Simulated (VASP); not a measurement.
Wanted: the native input for a VASP 6.6.1 run.

```yaml
Task: relaxation of shape and atoms at fixed volume
Functional: PBE
Potentials_or_basis: VASP PAW PBE potentials, release 64 (Ga_d, N)
Cutoff: 600 eV
k_mesh: 13 × 13 × 7
Occupations: fermi-dirac, width 0.1 eV
Spin: no spin polarisation
Dipole_correction: no
Further_INCAR_settings: ALGO = Normal; EDIFF = 1e-07; IBRION = 2; EDIFFG = -0.005; NSW = 50; ISIF = 4
```

The structure of GaN (wurtzite type) lies in POSCAR:

```
GaN
1.0
    2.7733491694      0.0000000000      0.0000000000
   -1.3866745847      2.4017908343      0.0000000000
    0.0000000000      0.0000000000      4.5181591529
Ga N
2 2
Direct
    0.3333333333      0.6666666667     -0.0003515223
    0.6666666667      0.3333333333      0.4996484777
    0.3333333333      0.6666666667      0.3763515223
    0.6666666667      0.3333333333      0.8763515223
```

One way to write it, as run:

INCAR

```
ALGO = Normal
EDIFF = 1E-7
EDIFFG = -0.005
ENCUT = 600
GGA = PE
IBRION = 2
ISIF = 4
ISMEAR = -1
LASPH = True
LCHARG = False
LREAL = False
LWAVE = False
NELM = 60
NSW = 50
PREC = Accurate
SIGMA = 0.1
```

KPOINTS

```
k-points
0
Gamma
  13 13 7
```

Potentials or basis: VASP PAW PBE potentials, release 64 (Ga_d, N).

The run is started by

```bash
$ cat potpaw_PBE.64/Ga_d/POTCAR potpaw_PBE.64/N/POTCAR > POTCAR
$ mpirun -np 1 vasp_std > vasp.out
```

Results of the run:

- Energy gained by relaxing: 2.5 meV/atom
- Ionic steps: 8
- Pressure after relaxing: 197.6 GPa
- Band gap on the k mesh: 4.21 eV (least direct gap 4.37 eV)

It took 3.3 min on 1 thread of AMD EPYC 9R45 96-Core Processor (Zen 5), on a shared host, peak memory 0.17 GiB.
